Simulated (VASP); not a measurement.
Crystal: Al5As.

```
Al As
1.0
     4.72250    0.00000    0.00000
    -2.36125    4.08981    0.00000
     0.00000    0.00000    6.02748
Al As
5 1
Direct
  0.19398 0.80602 0.50000
  0.19398 0.38796 0.50000
  0.61204 0.80602 0.50000
  0.66667 0.33333 0.50000
  0.00000 0.00000 0.50000
  0.33333 0.66667 0.00000
```

```yaml
Program: VASP 6.6.1
Task: relaxation of cell and atoms
Functional: PBE
Potentials_or_basis: VASP PAW PBE potentials, release 64 (Al, As_d)
Cutoff: 600 eV
k_mesh: 4 × 4 × 3
Occupations: gaussian, width 0.2 eV
Spin: no spin polarisation
```

At the start: pressure 85.8 GPa; volume 19.40 Å³/atom.

Q: How do energy, volume and symmetry change on relaxing?

A: Over 31 steps the energy falls by 5535.5 meV/atom and the volume is 28.84 Å³/atom (+48.6 %); space group P-6m2 (No. 187, to 0.05 Å).

The path:
```tsv
step	energy change (eV)	largest force (eV/Å)	pressure (GPa)	volume (Å³)
1	0.0000	12.9483	85.83	116.42
2	-3.7706	46.2238	15.21	344.73
3	-4.1860	45.7163	15.24	341.75
4	-3.6533	0.7323	-20.92	595.18
5	-18.2145	7.9317	-5.72	465.45
6	-18.5119	10.2739	-3.68	447.64
7	-18.5131	10.8905	-3.19	443.52
8	-20.9129	11.2014	-0.69	396.25
9	-23.5128	13.0122	3.04	309.49
10	-22.5129	22.3174	21.63	170.37
11	-24.5713	17.1619	20.92	162.97
12	-26.1711	7.3268	24.05	147.61
13	-27.0536	6.9363	20.73	152.15
14	-29.0616	5.8145	12.69	166.21
15	-30.9777	3.8503	2.94	196.27
16	-31.1988	3.1591	0.37	210.20
17	-31.2122	2.9316	-0.37	215.41
18	-31.3700	2.5023	-0.43	213.00
19	-31.7102	1.3296	-0.45	205.88
20	-31.8100	0.8458	0.51	192.13
21	-31.8651	0.0190	-0.02	197.37
22	-31.9694	0.0672	-0.38	196.83
23	-32.3390	0.1996	-1.54	194.93
24	-33.0101	0.1659	-2.64	189.84
25	-32.4220	0.9314	-1.55	174.07
26	-33.0080	0.2054	-2.22	184.14
27	-33.0859	0.2712	-2.60	187.50
28	-33.1631	0.0115	-0.57	175.38
29	-33.1674	0.0681	-0.97	177.46
30	-33.2084	0.0560	-0.31	174.40
31	-33.2132	0.0452	0.02	173.03
```

Final structure:
```cif
data_structure
_symmetry_space_group_name_H-M 'P 1'
_symmetry_Int_Tables_number 1
_cell_length_a 6.9754
_cell_length_b 6.9754
_cell_length_c 4.1064
_cell_angle_alpha 90.000
_cell_angle_beta 90.000
_cell_angle_gamma 120.000
_cell_volume 173.03
loop_
_atom_site_label
_atom_site_type_symbol
_atom_site_fract_x
_atom_site_fract_y
_atom_site_fract_z
_atom_site_occupancy
Al1 Al 0.20399 0.79601 0.50000 1
Al2 Al 0.20399 0.40799 0.50000 1
Al3 Al 0.59201 0.79601 0.50000 1
Al4 Al 0.66667 0.33333 0.50000 1
Al5 Al 0.00000 0.00000 0.50000 1
As1 As 0.33333 0.66667 0.00000 1
```

Caveat: the k points lie up to 0.51 Å⁻¹ apart in the final cell; the volume moved by over 15 % at a fixed basis, so the end points are rough; the relaxation stopped at a loose force limit of 0.08 eV/Å, so its end isn't a converged minimum.
